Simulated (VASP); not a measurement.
# AlN (F-43m) in VASP: notebook

The runs below take AlN through single point, with PBEsol, LDA, PBEsol+D3(BJ).

Everything below comes from runs of VASP 6.6.1. Logs are shortened: lines on timing, memory, paths and dates and some standing lists are left out, and cuts for length are marked.

## (1) The cell of the first run

It takes space group F-43m (No. 216, cubic). The conventional cell has a = 4.370 Å, b = 4.370 Å, c = 4.370 Å, α = 90.00°, β = 90.00°, γ = 90.00°. Within 2.5 Å of Al (site symmetry -43m) lie 4 N at 1.89 Å. Within 2.5 Å of N (site symmetry -43m) lie 4 Al at 1.89 Å.

## (2) Single point, PBEsol

INCAR

```
SYSTEM = AlN
PREC = Accurate
ENCUT = 600
EDIFF = 1E-6
ISMEAR = 1
SIGMA = 0.5
LREAL = .FALSE.
LASPH = .TRUE.
NELM = 120
ALGO = Normal
ISIF = 2
LWAVE = .FALSE.
LCHARG = .FALSE.
GGA = PS
NBANDS = 11
GGA_COMPAT = .FALSE.
```

KPOINTS

```
regular mesh
0
G
  8 8 8
  0 0 0
```

POSCAR

```
AlN
1.0
    0.0000000000      2.1848764208      2.1848764208
    2.1848764208      0.0000000000      2.1848764208
    2.1848764208      2.1848764208      0.0000000000
Al N
1 1
Direct
    0.0000000000      0.0000000000      0.0000000000
    0.2500000000      0.2500000000      0.2500000000
```

Potentials or basis: VASP PAW PBE potentials, release 64 (Al, N).

Run with:

```console
> cat potpaw_PBE.64/Al/POTCAR potpaw_PBE.64/N/POTCAR > POTCAR
> mpirun -np 1 vasp_std > vasp.out
```

OUTCAR:

```text
SYSTEM = AlN
   PREC = Accurate
   ENCUT = 600
   EDIFF = 1E-6
   ISMEAR = 1
   LREAL = .FALSE.
   LASPH = .TRUE.
   NELM = 120
   ISIF = 2
   GGA = PS

 ion  position               nearest neighbor table
   1  0.000  0.000  0.000-   2 1.89   2 1.89   2 1.89   2 1.89
   2  0.250  0.250  0.250-   1 1.89   1 1.89   1 1.89   1 1.89

  LATTYP: Found a face centered cubic cell.
 ALAT       =     4.3697528416

  Lattice vectors:

 A1 = (   0.0000000000,   2.1848764208,   2.1848764208)
 A2 = (   2.1848764208,   0.0000000000,   2.1848764208)
 A3 = (   2.1848764208,   2.1848764208,   0.0000000000)

Analysis of symmetry for initial positions (statically):
=====================================================================
 Subroutine PRICEL returns:
 Original cell was already a primitive cell.

 Routine SETGRP: Setting up the symmetry group for a
 face centered cubic supercell.

 Subroutine GETGRP returns: Found 24 space group operations
 (whereof 24 operations were pure point group operations)
 out of a pool of 48 trial point group operations.

The static configuration has the point symmetry T_d .

Analysis of symmetry for dynamics (positions and initial velocities):
=====================================================================
 Subroutine PRICEL returns:
 Original cell was already a primitive cell.

 Routine SETGRP: Setting up the symmetry group for a
 face centered cubic supercell.

 Subroutine GETGRP returns: Found 24 space group operations
 (whereof 24 operations were pure point group operations)
 out of a pool of 48 trial point group operations.

The dynamic configuration has the point symmetry T_d .

 Subroutine INISYM returns: Found 24 space group operations
 (whereof 24 operations are pure point group operations),
 and found     1 'primitive' translations

----------------------------------------------------------------------------------------

                                     Primitive cell

  volume of cell :      20.8598

  direct lattice vectors                    reciprocal lattice vectors
     0.000000000  2.184876421  2.184876421    -0.228845895  0.228845895  0.228845895
     2.184876421  0.000000000  2.184876421     0.228845895 -0.228845895  0.228845895
     2.184876421  2.184876421  0.000000000     0.228845895  0.228845895 -0.228845895

  length of vectors
     3.089881866  3.089881866  3.089881866     0.396372717  0.396372717  0.396372717

  position of ions in fractional coordinates (direct lattice)
     0.000000000  0.000000000  0.000000000
     0.250000000  0.250000000  0.250000000

  ion indices of the primitive-cell ions
   primitive index   ion index
                 1           1
                 2           2

----------------------------------------------------------------------------------------

 KPOINTS: regular mesh

Automatic generation of k-mesh.
 Grid dimensions read from file:
 generate k-points for:    8    8    8

 Generating k-lattice:

  Cartesian coordinates                     Fractional coordinates (reciprocal lattice)
    -0.028605737  0.028605737  0.028605737     0.125000000  0.000000000  0.000000000
     0.028605737 -0.028605737  0.028605737     0.000000000  0.125000000  0.000000000
     0.028605737  0.028605737 -0.028605737     0.000000000  0.000000000  0.125000000

  Length of vectors
     0.049546590  0.049546590  0.049546590

  Shift w.r.t. Gamma in fractional coordinates (k-lattice)
     0.000000000  0.000000000  0.000000000

 Subroutine IBZKPT returns following result:
 ===========================================

 Found     29 irreducible k-points:

 Following reciprocal coordinates:
            Coordinates               Weight
  0.000000  0.000000  0.000000      1.000000
  0.125000  0.000000  0.000000      8.000000
  0.250000  0.000000  0.000000      8.000000
  0.375000  0.000000  0.000000      8.000000
  0.500000  0.000000  0.000000      4.000000
  0.125000  0.125000  0.000000      6.000000
[... 16 lines left out ...]
  0.500000  0.250000  0.125000     48.000000
 -0.375000  0.250000  0.125000     24.000000
 [... further k-points ...]
   k-points           NKPTS =     29   k-points in BZ     NKDIM =     29   number of bands    NBANDS=     11
   number of dos      NEDOS =    301   number of ions     NIONS =      2
   total plane-waves  NPLWV =  21952
   dimension x,y,z NGX =    28 NGY =   28 NGZ =   28
   dimension x,y,z NGXF=    56 NGYF=   56 NGZF=   56
   ions per type =               1   1
   NGX,Y,Z   is equivalent  to a cutoff of  15.06, 15.06, 15.06 a.u.
   NGXF,Y,Z  is equivalent  to a cutoff of  30.13, 30.13, 30.13 a.u.
 SYSTEM =  AlN
   PREC   = accura    normal or accurate (medium, high low for compatibility)
   ISTART =      0    job   : 0-new  1-cont  2-samecut
   ICHARG =      2    charge: 1-file 2-atom 10-const
   ISPIN  =      1    spin polarized calculation?
   LNONCOLLINEAR =      F non collinear calculations
   LSORBIT =      F    spin-orbit coupling
   LASPH  =      T    aspherical Exc in radial PAW
   ENCUT  =  600.0 eV  44.10 Ry    6.64 a.u.   6.17  6.17  6.17*2*pi/ulx,y,z
   NELM   =    120;   NELMIN=  2; NELMDL= -5     # of ELM steps
   EDIFF  = 0.1E-05   stopping-criterion for ELM
   LREAL  =      F    real-space projection
   EDIFFG = 0.1E-04   stopping-criterion for IOM
   NSW    =      0    number of steps for IOM
   IBRION =     -1    ionic relax: 0-MD 1-quasi-New 2-CG
   NFREE  =      0    steps in history (QN), initial steepest desc. (CG)
   ISIF   =      2    stress and relaxation
   ISYM   =      2    0-nonsym 1-usesym 2-fastsym
   POTIM  = 0.5000    time-step for ionic-motion
   TEBEG  =    0.0;   TEEND  =   0.0 temperature during run
   PSTRESS=    0.0 pullay stress
   NELECT =       8.0000    total number of electrons
   NUPDOWN=      -1.0000    fix difference up-down
   EMIN   =  10.00;   EMAX   =-10.00  energy-range for DOS
   EFERMI =   0.00;   METHOD = LEGACY
   ISMEAR =     1;   SIGMA  =   0.50  broadening in eV -4-tet -1-fermi 0-gaus
   EFERMI_NEDOS =   21; number of points for ismear=-14 and -15
   IALGO  =     38    algorithm
   IMIX   =      4    mixing-type and parameters
     AMIX     =   0.40;   BMIX     =  1.00
     AMIX_MAG =   1.60;   BMIX_MAG =  1.00
  volume/ion in A,a.u.               =      10.43        70.38
  Fermi-wavevector in a.u.,A,eV,Ry     =   1.189418  2.247675 19.248378  1.414716
  Thomas-Fermi vector in A             =   2.325526
   LORBIT       =      0    0 simple, 1 ext, 2 COOP (PROOUT), +10 PAW based schemes
   GGA     = PS    functional components
   LHFCALC =     F    Hartree Fock is set to
   AEXX    =    0.0000 exact exchange contribution
   IVDW    =     0    specifies the selected vdW correction
   LEPSILON=     F    determine dielectric tensor
   LRPA    =     F    only Hartree local field effects (RPA)
 non-spin polarized calculation
 Methfessel and Paxton  Order N= 1 SIGMA  =   0.50
  energy-cutoff  :      600.00
  volume of cell :       20.86
 maximum number of plane-waves:       725
 NGX is ok and might be reduce to    28
   NGX = 13   NGY = 13   NGZ = 13

 number of electron       7.9999999 magnetization

 Free energy of the ion-electron system (eV)
  ---------------------------------------------------
  ext. energy  EPLUGINS =         0.00000000
  ---------------------------------------------------
  free energy    TOTEN  =       -15.60497079 eV

  energy without entropy =      -15.62470956  energy(sigma->0) =      -15.61155038

 E-fermi :   6.0178     XC(G=0): -11.1246

 val. band max:        5.8640712077   @ k =   0.0000   0.0000   0.0000
 cond. band min:       9.0528844345   @ k =   0.5000   0.5000   0.0000
 fundamental gap:      3.1888132268
 Fermi energy:         6.0178303166

 k-point     1 :       0.0000    0.0000    0.0000
  band No.  band energies     occupation
      1      -9.0871      2.00000
      2       5.8641      1.49421
      3       5.8641      1.49421
      4       5.8641      1.49421
      5       9.9875     -0.00000
      6      18.3232      0.00000
      7      18.3232      0.00000
      8      18.3232      0.00000
      9      23.4437      0.00000
     10      23.4437      0.00000
     11      24.7938      0.00000

 k-point     2 :       0.1250    0.0000    0.0000
  band No.  band energies     occupation
      1      -8.8576      2.00000
      2       4.6727      2.00095
      3       5.7851      1.70102
      4       5.7851      1.70102
      5      10.9330     -0.00000
      6      17.7468      0.00000
      7      18.4958      0.00000
      8      18.4958      0.00000
      9      21.8854      0.00000
     10      21.8854      0.00000
     11      23.7239      0.00000

 k-point     3 :       0.2500    0.0000    0.0000
  band No.  band energies     occupation
      1      -8.2269      2.00000
      2       2.5783      2.00000
      3       5.6073      1.99045
      4       5.6073      1.99045
      5      12.2411     -0.00000
      6      16.7289      0.00000
      7      18.0816      0.00000
      8      18.0816      0.00000
      9      22.0154      0.00000
     10      22.0154      0.00000
     11      22.9275      0.00000

 k-point     4 :       0.3750    0.0000    0.0000
  band No.  band energies     occupation
      1      -7.4261      2.00000
      2       0.7419      2.00000
      3       5.4454      2.06873
      4       5.4454      2.06873
      5      12.9484     -0.00000
      6      15.9370     -0.00000
      7      17.2338      0.00000
      8      17.2338      0.00000
      9      23.2258      0.00000
     10      24.0443      0.00000
     11      24.0443      0.00000

 k-point     5 :       0.5000    0.0000    0.0000
  band No.  band energies     occupation
      1      -7.0069      2.00000
      2      -0.0428      2.00000
      3       5.3823      2.07029
      4       5.3823      2.07030
      5      13.1412     -0.00000
      6      15.6230     -0.00000
      7      16.8943      0.00000
      8      16.8943      0.00000
      9      23.6780      0.00000
     10      25.8167      0.00000
     11      25.8168      0.00000
[... 211 lines left out ...]
 k-point    21 :       0.5000    0.5000    0.0000
  band No.  band energies     occupation
      1      -6.3620      2.00000
      2       0.9222      2.00000
      3       4.0767      2.00000
      4       4.0767      2.00000
      5       9.0529     -0.00000
      6      14.3412     -0.00000
      7      19.7214      0.00000
      8      21.4768      0.00000
      9      21.4768      0.00000
     10      29.3180      0.00000
     11      29.7019      0.00000

 k-point    22 :       0.3750    0.2500    0.1250
  band No.  band energies     occupation
      1      -7.7191      2.00000
      2       2.2748      2.00000
      3       4.3724      2.00003
      4       5.2574      2.05342
      5      12.5803     -0.00000
      6      16.2838      0.00000
      7      16.6005      0.00000
      8      19.0380      0.00000
      9      20.3975      0.00000
     10      24.8545      0.00000
     11      27.3525      0.00000

 k-point    23 :       0.5000    0.2500    0.1250
  band No.  band energies     occupation
      1      -7.0276      2.00000
      2       1.2040      2.00000
      3       3.7752      2.00000
      4       4.9252      2.00840
      5      12.8015     -0.00000
      6      15.3925     -0.00000
      7      17.2982      0.00000
      8      18.6396      0.00000
      9      21.7831      0.00000
     10      25.3754      0.00000
     11      27.4850      0.00000

 k-point    24 :      -0.3750    0.2500    0.1250
  band No.  band energies     occupation
      1      -6.6824      2.00000
      2       0.6762      2.00000
      3       3.6203      2.00000
      4       4.7362      2.00174
      5      12.8524     -0.00000
      6      15.0104     -0.00000
      7      17.9307      0.00000
      8      18.4459      0.00000
      9      22.9172      0.00000
     10      24.4963      0.00000
     11      27.7476      0.00000

 [... further k-points ...]

------------------------ aborting loop because EDIFF is reached ----------------------------------------

  FORCE on cell =-STRESS in cart. coord.  units (eV):
  Direction    XX          YY          ZZ          XY          YZ          ZX
  --------------------------------------------------------------------------------------
  -------------------------------------------------------------------------------------
  Total        0.1150632      0.1150632      0.1150632      0.0000000     -0.0000000      0.0000000
  in kB        8.8376399      8.8376399      8.8376399      0.0000000     -0.0000000      0.0000000
  external PRESSURE =       8.8376399 kB  Pullay stress =       0.0000000 kB

 VOLUME and BASIS-vectors are now :
 -----------------------------------------------------------------------------
  energy-cutoff  :      600.00
  volume of cell :       20.86
      direct lattice vectors                 reciprocal lattice vectors
     0.000000000  2.184876421  2.184876421    -0.228845895  0.228845895  0.228845895
     2.184876421  0.000000000  2.184876421     0.228845895 -0.228845895  0.228845895
     2.184876421  2.184876421  0.000000000     0.228845895  0.228845895 -0.228845895

 POSITION                                       TOTAL-FORCE (eV/Angst)
 -----------------------------------------------------------------------------------
      0.00000      0.00000      0.00000        -0.000000     -0.000000     -0.000000
      1.09244      1.09244      1.09244         0.000000      0.000000      0.000000
 -----------------------------------------------------------------------------------
    total drift:                                0.000000      0.000000      0.000000

  FREE ENERGIE OF THE ION-ELECTRON SYSTEM (eV)
  ---------------------------------------------------
  free  energy   TOTEN  =       -15.6049707901 eV

  energy  without entropy=      -15.6247095553  energy(sigma->0) =      -15.61155038
```

Run time: 6 s. Hardware: 1 thread of Intel Xeon 6975P-C (Granite Rapids), shared host; peak memory 0.15 GiB.

What came out:

```
Free energy            : -15.6050 eV
Pressure               : 0.9 GPa
Band gap on the k mesh : 3.19 eV, indirect (least direct gap 4.12 eV)
```

Levels at points of the mesh, in eV from the valence-band top:
```
           k point  band 2  band 3  band 4  band 5  band 6  band 7
(0.00, 0.00, 0.00)    0.00    0.00    0.00    4.12   12.46   12.46
(0.50, 0.00, 0.00)   -5.91   -0.48   -0.48    7.28    9.76   11.03
(0.50, 0.50, 0.00)   -4.94   -1.79   -1.79    3.19    8.48   13.86
```

Caveat: the PAW data sets were made with another functional, which shifts forces and pressure a little.

(Part 1 of 2 ends here.)
